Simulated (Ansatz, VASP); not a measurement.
Two plane-wave programs on GeP5

```xyz
6
Lattice="5.9654 0.0000 0.0000 -2.9827 5.1662 0.0000 0.0000 0.0000 3.3497" Properties=species:S:1:pos:R:3 pbc="T T T"
Ge    0.0000    0.0000    0.0000
P     2.9827    0.0000    0.0000
P    -1.4914    2.5831    0.0000
P     1.4914    2.5831    0.0000
P     0.0000    3.4441    1.6748
P     2.9827    1.7221    1.6748
```

Alike in both runs: task relaxation of cell and atoms; functional PBE; k mesh 3 × 3 × 6; occupations gaussian, width 0.1 eV; no spin polarisation.

|  | VASP | Ansatz |
| --- | --- | --- |
| version | VASP 6.6.1 | Ansatz 0.2.0 |
| potentials or method | VASP PAW PBE potentials, release 64 (Ge_d, P), cutoff 600 eV | scalar-relativistic, plane waves, PAW |
| valence electrons in the cell | 39 | 39 |

```csv
,VASP,Ansatz,Ansatz less VASP
"gap on the k mesh at the Fermi level, each at its own relaxed structure (eV)",none,none,-
relaxed volume (Å³/atom),17.12,17.21,+0.087
relaxed length of the cell vector where the two differ most in proportion (Å),5.961,5.973,+0.0115
```

A gap of «none» marks a metal or a gap that the smearing closes.

The k mesh is coarse, so the values compare programs but aren't converged.
